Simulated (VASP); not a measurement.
# Ga (P6_3/mmc) in VASP: notebook

Runs on Ga. Level: BLYP. Tasks: single point, relaxation of cell and atoms.

Everything below comes from runs of VASP 6.6.1. Logs are shortened: lines on timing, memory, paths and dates and some standing lists are left out, and cuts for length are marked.

**1. The cell of the first run**

It takes space group P6_3/mmc (No. 194, hexagonal). The conventional cell has a = 3.287 Å, b = 3.287 Å, c = 5.073 Å, α = 90.00°, β = 90.00°, γ = 120.00°. Within 4.2 Å of Ga (site symmetry -6m2) lie 12 Ga at 3.17 to 3.29 Å.

**2. Single point, BLYP (volume scaled by 1.08)**

The input, INCAR:

```
SYSTEM = Ga
AGGAC = 1.0 ; AGGAX = 1.0
ALDAC = 0.0 ; ALDAX = 1.0
ALGO = Normal ; EDIFF = 1E-6
ENCUT = 520 ; GGA = B5
ISIF = 2 ; ISMEAR = -1
LASPH = .True. ; LCHARG = .False.
LREAL = .False. ; LWAVE = .False.
NBANDS = 20 ; NELM = 100
PREC = Accurate ; SIGMA = 0.1
```

The input, KPOINTS:

```
k-points
0
Gamma
  13 13 7
  0 0 0
```

The input, POSCAR:

```
Ga
1.0
    3.2870960031      0.0000000000      0.0000000000
   -1.6435480016      2.8467086433      0.0000000000
    0.0000000000      0.0000000000      5.0725797716
Ga
2
Direct
    0.3333333333      0.6666666667      0.2500000000
    0.6666666667      0.3333333333      0.7500000000
```

Potentials or basis: VASP PAW PBE potentials, release 64 (Ga_d).

Run with:

```bash
$ cat potpaw_PBE.64/Ga_d/POTCAR > POTCAR
$ mpirun -np 1 vasp_std > vasp.out
```

OUTCAR:

```text
SYSTEM = Ga
   EDIFF = 1E-6
   ENCUT = 520
   GGA = B5
   ISIF = 2
   ISMEAR = -1
   LASPH = .True.
   LREAL = .False.
   NELM = 100
   PREC = Accurate

 ion  position               nearest neighbor table
   1  0.333  0.667  0.250-
   2  0.667  0.333  0.750-

  LATTYP: Found a hexagonal cell.
 ALAT       =     3.2870960031
 C/A-ratio  =     1.5431796841

  Lattice vectors:

 A1 = (   3.2870960031,   0.0000000000,   0.0000000000)
 A2 = (  -1.6435480016,   2.8467086433,   0.0000000000)
 A3 = (   0.0000000000,   0.0000000000,   5.0725797716)

Analysis of symmetry for initial positions (statically):
=====================================================================
 Subroutine PRICEL returns:
 Original cell was already a primitive cell.

 Routine SETGRP: Setting up the symmetry group for a
 hexagonal supercell.

 Subroutine GETGRP returns: Found 24 space group operations
 (whereof 12 operations were pure point group operations)
 out of a pool of 24 trial point group operations.

The static configuration has the point symmetry D_3d.
 The point group associated with its full space group is D_6h.

Analysis of symmetry for dynamics (positions and initial velocities):
=====================================================================
 Subroutine PRICEL returns:
 Original cell was already a primitive cell.

 Routine SETGRP: Setting up the symmetry group for a
 hexagonal supercell.

 Subroutine GETGRP returns: Found 24 space group operations
 (whereof 12 operations were pure point group operations)
 out of a pool of 24 trial point group operations.

The dynamic configuration has the point symmetry D_3d.
 The point group associated with its full space group is D_6h.

 Subroutine INISYM returns: Found 24 space group operations
 (whereof 12 operations are pure point group operations),
 and found     1 'primitive' translations

----------------------------------------------------------------------------------------

                                     Primitive cell

  volume of cell :      47.4662

  direct lattice vectors                    reciprocal lattice vectors
     3.287096003  0.000000000  0.000000000     0.304219895  0.175641438  0.000000000
    -1.643548002  2.846708643  0.000000000     0.000000000  0.351282876  0.000000000
     0.000000000  0.000000000  5.072579772     0.000000000  0.000000000  0.197138349

  length of vectors
[... 77 lines left out ...]
   LNONCOLLINEAR =      F non collinear calculations
   LSORBIT =      F    spin-orbit coupling
   LASPH  =      T    aspherical Exc in radial PAW
   ENCUT  =  520.0 eV  38.22 Ry    6.18 a.u.   6.11  6.11  9.43*2*pi/ulx,y,z
   NELM   =    100;   NELMIN=  2; NELMDL= -5     # of ELM steps
   EDIFF  = 0.1E-05   stopping-criterion for ELM
   LREAL  =      F    real-space projection
   EDIFFG = 0.1E-04   stopping-criterion for IOM
   NSW    =      0    number of steps for IOM
   IBRION =     -1    ionic relax: 0-MD 1-quasi-New 2-CG
   NFREE  =      0    steps in history (QN), initial steepest desc. (CG)
   ISIF   =      2    stress and relaxation
   ISYM   =      2    0-nonsym 1-usesym 2-fastsym
   POTIM  = 0.5000    time-step for ionic-motion
   TEBEG  =    0.0;   TEEND  =   0.0 temperature during run
   PSTRESS=    0.0 pullay stress
   NELECT =      26.0000    total number of electrons
   NUPDOWN=      -1.0000    fix difference up-down
   EMIN   =  10.00;   EMAX   =-10.00  energy-range for DOS
   EFERMI =   0.00;   METHOD = LEGACY
   ISMEAR =    -1;   SIGMA  =   0.10  broadening in eV -4-tet -1-fermi 0-gaus
   EFERMI_NEDOS =   21; number of points for ismear=-14 and -15
   IALGO  =     38    algorithm
   IMIX   =      4    mixing-type and parameters
     AMIX     =   0.40;   BMIX     =  1.00
     AMIX_MAG =   1.60;   BMIX_MAG =  1.00
  volume/ion in A,a.u.               =      23.73       160.16
  Fermi-wavevector in a.u.,A,eV,Ry     =   1.339485  2.531260 24.411845  1.794220
  Thomas-Fermi vector in A             =   2.467873
   LORBIT       =      0    0 simple, 1 ext, 2 COOP (PROOUT), +10 PAW based schemes
   GGA     = B5    functional components
   LHFCALC =     F    Hartree Fock is set to
   AEXX    =    0.0000 exact exchange contribution
   IVDW    =     0    specifies the selected vdW correction
   LEPSILON=     F    determine dielectric tensor
   LRPA    =     F    only Hartree local field effects (RPA)
 non-spin polarized calculation
  energy-cutoff  :      520.00
  volume of cell :       47.47
 maximum number of plane-waves:      1302
   NGX = 13   NGY = 13   NGZ = 19

 number of electron      26.0000020 magnetization

 Free energy of the ion-electron system (eV)
  ---------------------------------------------------
  ext. energy  EPLUGINS =         0.00000000
  ---------------------------------------------------
  free energy    TOTEN  =        -4.22896004 eV

  energy without entropy =       -4.19983535  energy(sigma->0) =       -4.21439769

 E-fermi :   4.0735     XC(G=0):  -9.3600

 val. band max:        4.0141919574   @ k =   0.3077   0.1538   0.4286
 cond. band min:       4.0841014886   @ k =   0.3077  -0.0000   0.2857
 fundamental gap:      0.0699095312
 Fermi energy:         4.0735099894

 k-point     1 :       0.0000    0.0000    0.0000
  band No.  band energies     occupation
      1     -10.7969      2.00000
      2     -10.7670      2.00000
      3     -10.7670      2.00000
      4     -10.7568      2.00000
      5     -10.7539      2.00000
      6     -10.7539      2.00000
[... 541 lines left out ...]
     19      14.6917      0.00000
     20      17.2386      0.00000

 [... further k-points ...]

------------------------ aborting loop because EDIFF is reached ----------------------------------------

  FORCE on cell =-STRESS in cart. coord.  units (eV):
  Direction    XX          YY          ZZ          XY          YZ          ZX
  --------------------------------------------------------------------------------------
  -------------------------------------------------------------------------------------
  Total       -0.4769715     -0.4769715     -0.6204695      0.0000000     -0.0000000      0.0000000
  in kB      -16.0997350    -16.0997350    -20.9433783      0.0000000     -0.0000000      0.0000000
  external PRESSURE =     -17.7142828 kB  Pullay stress =       0.0000000 kB

 VOLUME and BASIS-vectors are now :
 -----------------------------------------------------------------------------
  energy-cutoff  :      520.00
  volume of cell :       47.47
      direct lattice vectors                 reciprocal lattice vectors
     3.287096003  0.000000000  0.000000000     0.304219895  0.175641438  0.000000000
    -1.643548002  2.846708643  0.000000000     0.000000000  0.351282876  0.000000000
     0.000000000  0.000000000  5.072579772     0.000000000  0.000000000  0.197138349

 POSITION                                       TOTAL-FORCE (eV/Angst)
 -----------------------------------------------------------------------------------
     -0.00000      1.89781      1.26814        -0.000000     -0.000000      0.000000
      1.64355      0.94890      3.80443         0.000000      0.000000      0.000000
 -----------------------------------------------------------------------------------
    total drift:                                0.000000     -0.000000      0.000000

  FREE ENERGIE OF THE ION-ELECTRON SYSTEM (eV)
  ---------------------------------------------------
  free  energy   TOTEN  =        -4.2289600393 eV

  energy  without entropy=       -4.1998353455  energy(sigma->0) =       -4.21439769
```

stdout:

```text
POSCAR found type information on POSCAR Ga
 POSCAR found :  1 types and       2 ions
 scaLAPACK will be used
 -----------------------------------------------------------------------------
|                                                                             |
|                                                                             |
|     You enforced a specific xc type in the INCAR file but a different       |
|     I HOPE YOU KNOW WHAT YOU ARE DOING!                                     |
|                                                                             |
 -----------------------------------------------------------------------------

 LDA part: xc-table for (Slater(with rela. corr.)+VWN5), standard interpolation
 POSCAR, INCAR and KPOINTS ok, starting setup
 FFT: planning ... GRIDC
 FFT: planning ... GRID_SOFT
 FFT: planning ... GRID
 WAVECAR not read
 entering main loop
```

Wall time 27 s (1 thread of Intel Xeon 6975P-C (Granite Rapids), shared host); peak memory 0.19 GiB.

What came out:

```
Free energy            : -4.2290 eV
Pressure               : -1.8 GPa
Band gap on the k mesh : zero (band 13 reaches 6.91 eV, above the bottom of band 14 at 2.26 eV)
```

Caveat: the PAW data sets were made with another functional, which shifts forces and pressure a little.

**3. Single point, BLYP (volume scaled by 1.12)**

The input, INCAR:

```
SYSTEM = Ga
PREC = Accurate ; ENCUT = 520
EDIFF = 1E-7 ; ISMEAR = -1
SIGMA = 0.1 ; LREAL = .FALSE.
LASPH = .TRUE. ; NELM = 60
ALGO = Normal ; ISIF = 2
LWAVE = .FALSE. ; LCHARG = .FALSE.
GGA = B5 ; ALDAX = 1.0
AGGAX = 1.0 ; AGGAC = 1.0
ALDAC = 0.0 ; NBANDS = 20
```

The input, KPOINTS:

```
regular mesh
0
G
  13 13 7
  0 0 0
```

The input, POSCAR:

```
Ga
1.0
    3.3271864908      0.0000000000      0.0000000000
   -1.6635932454      2.8814280242      0.0000000000
    0.0000000000      0.0000000000      5.1344465978
Ga
2
Direct
    0.3333333333      0.6666666667      0.2500000000
    0.6666666667      0.3333333333      0.7500000000
```

Potentials or basis: VASP PAW PBE potentials, release 64 (Ga_d).

Run with:

```bash
$ cat potpaw_PBE.64/Ga_d/POTCAR > POTCAR
$ mpirun -np 1 vasp_std > vasp.out
```

Wall time 50 s (1 thread of Intel Xeon 6975P-C (Granite Rapids), shared host); peak memory 0.2 GiB.

Results (log left out):

| Quantity | Value |
| --- | --- |
| Free energy | -4.2056 eV |
| Pressure | -2.5 GPa |
| Band gap on the k mesh | zero (band 13 reaches 6.53 eV, above the bottom of band 14 at 2.08 eV) |

Stress tensor (GPa, compression positive):
```
-2.27  0.00  0.00
 0.00 -2.27  0.00
 0.00  0.00 -2.89
```

Levels at points of the mesh, in eV from the Fermi level:
| k point | band 9 | band 10 | band 11 | band 12 | band 13 | band 14 | band 15 | band 16 | band 17 | band 18 |
| --- | --- | --- | --- | --- | --- | --- | --- | --- | --- | --- |
| (0.00, 0.00, 0.00) | -14.73 | -14.73 | -9.26 | -4.36 | -2.52 | 6.84 | 6.84 | 8.60 | 8.60 | 10.13 |

Caveat: the PAW data sets were made with another functional, which shifts forces and pressure a little.

(Continued in part 2 of 2.)
